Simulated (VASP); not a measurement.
# Tl4Br (Im-3m) in VASP: notebook

Runs on Tl4Br. Level: PBE. Tasks: relaxation of cell and atoms, single point.

All numbers are computed with VASP 6.6.1; they aren't measurements. Logs are shortened: lines on timing, memory, paths and dates and some standing lists are left out, and cuts for length are marked.

## 1. The cell of the first run

It takes space group Im-3m (No. 229, cubic). Conventional cell: a = 6.908 Å, b = 6.908 Å, c = 6.908 Å, α = 90.00°, β = 90.00°, γ = 90.00°. Tl (site symmetry -3m) has 2 Br at 2.99 Å and 6 Tl at 3.45 Å within 3.9 Å. Within 3.9 Å of Br (site symmetry m-3m) lie 8 Tl at 2.99 Å.

## 2. Relaxation of cell and atoms, PBE

The input, INCAR:

```
SYSTEM = Tl4Br
PREC = Accurate
ENCUT = 600
EDIFF = 1E-6
ISMEAR = 0
SIGMA = 0.1
LREAL = .False.
LASPH = .True.
NELM = 100
ALGO = Normal
ISIF = 3
LWAVE = .False.
LCHARG = .False.
GGA = PE
IBRION = 2
NSW = 90
EDIFFG = -0.04
```

The input, KPOINTS:

```
Automatic mesh
0
Gamma
  4 4 4
  0 0 0
```

The input, POSCAR:

```
Tl4Br
1.0
   -3.4537876100      3.4537876100      3.4537876100
    3.4537876100     -3.4537876100      3.4537876100
    3.4537876100      3.4537876100     -3.4537876100
Tl Br
4 1
Direct
    0.0000000000      0.0000000000      0.5000000000
    0.5000000000      0.0000000000      0.0000000000
    0.0000000000      0.5000000000      0.0000000000
    0.5000000000      0.5000000000      0.5000000000
    0.0000000000      0.0000000000      0.0000000000
```

Potentials or basis: VASP PAW PBE potentials, release 64 (Tl_d, Br).

Run with:

```
> cat potpaw_PBE.64/Tl_d/POTCAR potpaw_PBE.64/Br/POTCAR > POTCAR
> mpirun -np 1 vasp_std > vasp.out
```

OUTCAR:

```text
SYSTEM = Tl4Br
   PREC = Accurate
   ENCUT = 600
   EDIFF = 1E-6
   ISMEAR = 0
   LREAL = .False.
   LASPH = .True.
   NELM = 100
   ISIF = 3
   GGA = PE
   IBRION = 2
   NSW = 90
   EDIFFG = -0.04

 ion  position               nearest neighbor table
   1  0.000  0.000  0.500-   5 2.99   5 2.99   4 3.45   2 3.45   3 3.45   3 3.45   2 3.45   4 3.45

   2  0.500  0.000  0.000-   5 2.99   5 2.99   4 3.45   1 3.45   4 3.45   3 3.45   1 3.45   3 3.45

   3  0.000  0.500  0.000-   5 2.99   5 2.99   4 3.45   1 3.45   2 3.45   1 3.45   4 3.45   2 3.45

   4  0.500  0.500  0.500-   5 2.99   5 2.99   3 3.45   1 3.45   2 3.45   3 3.45   1 3.45   2 3.45

   5  0.000  0.000  0.000-   1 2.99   2 2.99   3 2.99   4 2.99   1 2.99   3 2.99   2 2.99   4 2.99

  LATTYP: Found a body centered cubic cell.
 ALAT       =     6.9075752200

  Lattice vectors:

 A1 = (  -3.4537876100,   3.4537876100,   3.4537876100)
 A2 = (   3.4537876100,  -3.4537876100,   3.4537876100)
 A3 = (   3.4537876100,   3.4537876100,  -3.4537876100)

Analysis of symmetry for initial positions (statically):
=====================================================================
 Subroutine PRICEL returns:
 Original cell was already a primitive cell.

 Routine SETGRP: Setting up the symmetry group for a
 body centered cubic supercell.

 Subroutine GETGRP returns: Found 48 space group operations
 (whereof 48 operations were pure point group operations)
 out of a pool of 48 trial point group operations.

The static configuration has the point symmetry O_h .

Analysis of symmetry for dynamics (positions and initial velocities):
=====================================================================
 Subroutine PRICEL returns:
 Original cell was already a primitive cell.

 Routine SETGRP: Setting up the symmetry group for a
 body centered cubic supercell.

 Subroutine GETGRP returns: Found 48 space group operations
 (whereof 48 operations were pure point group operations)
 out of a pool of 48 trial point group operations.

The dynamic configuration has the point symmetry O_h .

 Subroutine INISYM returns: Found 48 space group operations
 (whereof 48 operations are pure point group operations),
 and found     1 'primitive' translations

----------------------------------------------------------------------------------------

                                     Primitive cell

  volume of cell :     164.7961

  direct lattice vectors                    reciprocal lattice vectors
    -3.453787610  3.453787610  3.453787610     0.000000000  0.144768601  0.144768601
     3.453787610 -3.453787610  3.453787610     0.144768601  0.000000000  0.144768601
     3.453787610  3.453787610 -3.453787610     0.144768601  0.144768601  0.000000000

  length of vectors
     5.982135619  5.982135619  5.982135619     0.204733719  0.204733719  0.204733719

  position of ions in fractional coordinates (direct lattice)
     0.000000000  0.000000000  0.500000000
     0.500000000  0.000000000  0.000000000
     0.000000000  0.500000000  0.000000000
     0.500000000  0.500000000  0.500000000
     0.000000000  0.000000000  0.000000000

  ion indices of the primitive-cell ions
   primitive index   ion index
                 1           1
                 2           2
                 3           3
                 4           4
                 5           5

----------------------------------------------------------------------------------------

 KPOINTS: Automatic mesh

Automatic generation of k-mesh.
 Grid dimensions read from file:
 generate k-points for:    4    4    4

 Generating k-lattice:

  Cartesian coordinates                     Fractional coordinates (reciprocal lattice)
     0.000000000  0.036192150  0.036192150     0.250000000  0.000000000  0.000000000
     0.036192150  0.000000000  0.036192150     0.000000000  0.250000000  0.000000000
     0.036192150  0.036192150  0.000000000     0.000000000  0.000000000  0.250000000

  Length of vectors
     0.051183430  0.051183430  0.051183430

  Shift w.r.t. Gamma in fractional coordinates (k-lattice)
     0.000000000  0.000000000  0.000000000

 Subroutine IBZKPT returns following result:
 ===========================================

 Found      8 irreducible k-points:

 Following reciprocal coordinates:
            Coordinates               Weight
  0.000000  0.000000  0.000000      1.000000
  0.250000  0.000000  0.000000     12.000000
  0.500000  0.000000  0.000000      6.000000
  0.250000  0.250000  0.000000     24.000000
  0.250000  0.250000  0.250000      2.000000
 -0.250000  0.250000  0.250000      6.000000
  0.500000  0.500000  0.250000     12.000000
  0.500000  0.500000  0.500000      1.000000
   k-points           NKPTS =      8   k-points in BZ     NKDIM =      8   number of bands    NBANDS=     35
   number of dos      NEDOS =    301   number of ions     NIONS =      5
   total plane-waves  NPLWV = 110592
   dimension x,y,z NGX =    48 NGY =   48 NGZ =   48
   dimension x,y,z NGXF=    96 NGYF=   96 NGZF=   96
   ions per type =               4   1
   NGX,Y,Z   is equivalent  to a cutoff of  13.34, 13.34, 13.34 a.u.
   NGXF,Y,Z  is equivalent  to a cutoff of  26.68, 26.68, 26.68 a.u.
 SYSTEM =  Tl4Br
   PREC   = accura    normal or accurate (medium, high low for compatibility)
   ISTART =      0    job   : 0-new  1-cont  2-samecut
   ICHARG =      2    charge: 1-file 2-atom 10-const
   ISPIN  =      1    spin polarized calculation?
   LNONCOLLINEAR =      F non collinear calculations
   LSORBIT =      F    spin-orbit coupling
   LASPH  =      T    aspherical Exc in radial PAW
   ENCUT  =  600.0 eV  44.10 Ry    6.64 a.u.  11.95 11.95 11.95*2*pi/ulx,y,z
   NELM   =    100;   NELMIN=  2; NELMDL= -5     # of ELM steps
   EDIFF  = 0.1E-05   stopping-criterion for ELM
   LREAL  =      F    real-space projection
   EDIFFG = -.4E-01   stopping-criterion for IOM
   NSW    =     90    number of steps for IOM
   IBRION =      2    ionic relax: 0-MD 1-quasi-New 2-CG
   NFREE  =      1    steps in history (QN), initial steepest desc. (CG)
   ISIF   =      3    stress and relaxation
   ISYM   =      2    0-nonsym 1-usesym 2-fastsym
   POTIM  = 0.5000    time-step for ionic-motion
   TEBEG  =    0.0;   TEEND  =   0.0 temperature during run
   PSTRESS=    0.0 pullay stress
   NELECT =      59.0000    total number of electrons
   NUPDOWN=      -1.0000    fix difference up-down
   EMIN   =  10.00;   EMAX   =-10.00  energy-range for DOS
   EFERMI =   0.00;   METHOD = LEGACY
   ISMEAR =     0;   SIGMA  =   0.10  broadening in eV -4-tet -1-fermi 0-gaus
   EFERMI_NEDOS =   21; number of points for ismear=-14 and -15
   IALGO  =     38    algorithm
   IMIX   =      4    mixing-type and parameters
     AMIX     =   0.40;   BMIX     =  1.00
     AMIX_MAG =   1.60;   BMIX_MAG =  1.00
  volume/ion in A,a.u.               =      32.96       222.42
  Fermi-wavevector in a.u.,A,eV,Ry     =   1.162456  2.196723 18.385608  1.351304
  Thomas-Fermi vector in A             =   2.299017
   LORBIT       =      0    0 simple, 1 ext, 2 COOP (PROOUT), +10 PAW based schemes
   GGA     = PE    functional components
   LHFCALC =     F    Hartree Fock is set to
   AEXX    =    0.0000 exact exchange contribution
   IVDW    =     0    specifies the selected vdW correction
   LEPSILON=     F    determine dielectric tensor
   LRPA    =     F    only Hartree local field effects (RPA)
 conjugate gradient relaxation of ions
 non-spin polarized calculation
 Gauss-broadening in eV      SIGMA  =   0.10
  energy-cutoff  :      600.00
  volume of cell :      164.80
 maximum number of plane-waves:      5594
   NGX = 23   NGY = 23   NGZ = 23

--------------------------------------- Ionic step        1  -------------------------------------------

 number of electron      58.9999994 magnetization

 Free energy of the ion-electron system (eV)
  ---------------------------------------------------
  ext. energy  EPLUGINS =         0.00000000
  ---------------------------------------------------
  free energy    TOTEN  =       -10.41213263 eV

  energy without entropy =      -10.40630738  energy(sigma->0) =      -10.40922000

------------------------ aborting loop because EDIFF is reached ----------------------------------------

  FORCE on cell =-STRESS in cart. coord.  units (eV):
  Direction    XX          YY          ZZ          XY          YZ          ZX
  --------------------------------------------------------------------------------------
  -------------------------------------------------------------------------------------
  Total        5.4990262      5.4990262      5.4990262     -0.0000000      0.0000000     -0.0000000
  in kB       53.4625286     53.4625286     53.4625286     -0.0000000      0.0000000     -0.0000000
  external PRESSURE =      53.4625286 kB  Pullay stress =       0.0000000 kB
[... 102 lines left out ...]
  energy  without entropy=      -10.8958497260  energy(sigma->0) =      -10.89965308

--------------------------------------- Ionic step        4  -------------------------------------------

 number of electron      59.0000019 magnetization

 Free energy of the ion-electron system (eV)
  ---------------------------------------------------
  ext. energy  EPLUGINS =         0.00000000
  ---------------------------------------------------
  free energy    TOTEN  =       -10.90472368 eV

  energy without entropy =      -10.89727602  energy(sigma->0) =      -10.90099985

 E-fermi :   3.3863     XC(G=0):  -8.2262

 val. band max:        3.2775878322   @ k =   0.2500   0.0000   0.0000
 cond. band min:       3.4584569652   @ k =   0.5000   0.0000   0.0000
 fundamental gap:      0.1808691329
 Fermi energy:         3.3863154887

 k-point     1 :       0.0000    0.0000    0.0000
  band No.  band energies     occupation
      1     -12.8631      2.00000
      2      -8.4899      2.00000
      3      -8.4899      2.00000
      4      -8.3609      2.00000
      5      -8.3609      2.00000
      6      -8.3609      2.00000
[... 325 lines left out ...]
  FREE ENERGIE OF THE ION-ELECTRON SYSTEM (eV)
  ---------------------------------------------------
  free  energy   TOTEN  =       -10.9047236753 eV

  energy  without entropy=      -10.8972760155  energy(sigma->0) =      -10.90099985

 reached required accuracy - stopping structural energy minimisation
```

It took 4.1 min on 1 thread of Oxide Virtual Turin-like, shared host; peak memory 0.32 GiB.

What came out:

```
Free energy                            : -10.9047 eV
Relaxed volume                         : 40.20 Å³/atom
Relaxed cell                           : a = 6.391 Å, b = 6.391 Å, c = 6.391 Å, α = 109.47°, β = 109.47°, γ = 109.47°
Space group after relaxing (to 0.05 Å) : Im-3m (No. 229)
Energy gained by relaxing              : 98.5 meV/atom
Ionic steps                            : 4
Pressure after relaxing                : 0.0 GPa
```

The path:
| step | energy change (eV) | largest force (eV/Å) | pressure (GPa) | volume (Å³) |
| --- | --- | --- | --- | --- |
| 1 | 0.0000 | 0.0000 | 5.35 | 164.80 |
| 2 | -0.4731 | 0.0000 | 0.78 | 192.44 |
| 3 | -0.4913 | 0.0000 | -0.18 | 203.11 |
| 4 | -0.4926 | 0.0000 | -0.01 | 200.98 |

Final structure:
```xyz
5
Lattice="-3.6900 3.6900 3.6900 3.6900 -3.6900 3.6900 3.6900 3.6900 -3.6900" Properties=species:S:1:pos:R:3 pbc="T T T"
Tl    1.8450    1.8450   -1.8450
Tl   -1.8450    1.8450    1.8450
Tl    1.8450   -1.8450    1.8450
Tl    1.8450    1.8450    1.8450
Br    0.0000    0.0000    0.0000
```

Caveat: the volume moved by over 15 % at a fixed basis, so the end points are rough; spin-orbit coupling is left out, which moves the levels of the heavy elements; an odd number of electrons without spin polarisation forces a metal; a magnetic or distorted state may lie lower.

(Part 1 of 2 ends here.)
